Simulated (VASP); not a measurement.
CoSn: single point with PBE

Crystal: CoSn.

```
Co Sn
1.0
     5.29659    0.00000    0.00000
    -2.64829    4.58698    0.00000
     0.00000    0.00000    4.23029
Co Sn
3 3
Cartesian
  -1.3241 2.2935 0.0000
  1.3241 2.2935 0.0000
  2.6483 0.0000 0.0000
  2.6483 1.5290 2.1151
  0.0000 3.0580 2.1151
  0.0000 0.0000 0.0000
```

```yaml
Program: VASP 6.6.1
Task: single point
Functional: PBE
Potentials_or_basis: VASP PAW PBE potentials, release 64 (Co, Sn_d)
Cutoff: 520 eV
k_mesh: 12 × 12 × 8
Occupations: gaussian, width 0.1 eV
Spin: no spin polarisation
Dipole_correction: no
Further_INCAR_settings: ALGO = Fast; EDIFF = 1e-06; NBANDS = 44
```

```json
{
 "Pressure": "-0.1 GPa",
 "Band gap on the k mesh": "zero (an odd number of electrons rules out a gap without spin polarisation)"
}
```

Levels at points of the mesh, in eV from the Fermi level:
| k point | band 31 | band 32 | band 33 | band 34 | band 35 | band 36 | band 37 | band 38 |
| --- | --- | --- | --- | --- | --- | --- | --- | --- |
| (0.00, 0.00, 0.00) | -0.42 | -0.42 | -0.39 | -0.39 | 0.51 | 0.60 | 1.36 | 1.36 |
| (0.50, 0.00, 0.00) | -0.62 | -0.40 | -0.40 | 0.72 | 1.01 | 1.65 | 1.79 | 2.45 |
| (0.00, 0.00, 0.50) | -0.90 | -0.48 | -0.47 | -0.47 | -0.38 | -0.38 | -0.11 | 0.52 |
| (0.50, 0.00, 0.50) | -0.92 | -0.67 | -0.47 | -0.41 | -0.38 | -0.13 | 0.45 | 1.25 |

Wall time 3.5 min on 1 thread of Intel(R) Xeon(R) 6975P-C (Granite Rapids), on a shared host, peak memory 0.46 GiB.

Caveat: spin-orbit coupling is left out, which moves the levels of the heavy elements; the run has no spin polarisation, though such a crystal can be magnetic. Spin polarisation is off, so any magnetic state and its effect on volume and gap are missing.
